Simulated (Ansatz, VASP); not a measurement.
One calculation of MnO, two programs

```
Mn O
1.0
     0.00000    2.24169    2.24169
     2.24169    0.00000    2.24169
     2.24169    2.24169    0.00000
Mn O
1 1
Direct
  0.00000 0.00000 0.00000
  0.50000 0.50000 0.50000
```

Change from the starting cell: volume scaled by 1.03, PAW files.

Alike in both runs: task electric field gradients; functional PBE; k mesh 13 × 13 × 13; occupations fermi-dirac, width 0.05 eV; collinear spin.

|  | VASP | Ansatz |
| --- | --- | --- |
| version | VASP 6.6.1 | Ansatz 0.2.0 |
| potentials or method | VASP PAW PBE potentials, release 64 (Mn_pv, O) | PAW with Ansatz's default frozen-core files, scalar-relativistic |
| plane-wave cutoff (eV) | 520 | 420 |
| valence electrons in the cell | 19 | 21 |

VASP gave:

```
pressure (GPa)                                                : -2.5
net moment per atom (μB)                                      : 2.42
size of the moment on the site where the two differ most (μB) : 4.38
```

What did Ansatz give for the same quantities?

Pressure (GPa): -2.7; net moment per atom (μB): 2.42; size of the moment on the site where the two differ most (μB): 4.10.

Site moments also hang on the region over which each program counts them. With one functional, cell and mesh, what is left measures potentials, basis and numerics. VASP's potentials hold 19 valence electrons a cell and Ansatz's 21, so a difference there can come from the potentials and not from the codes.
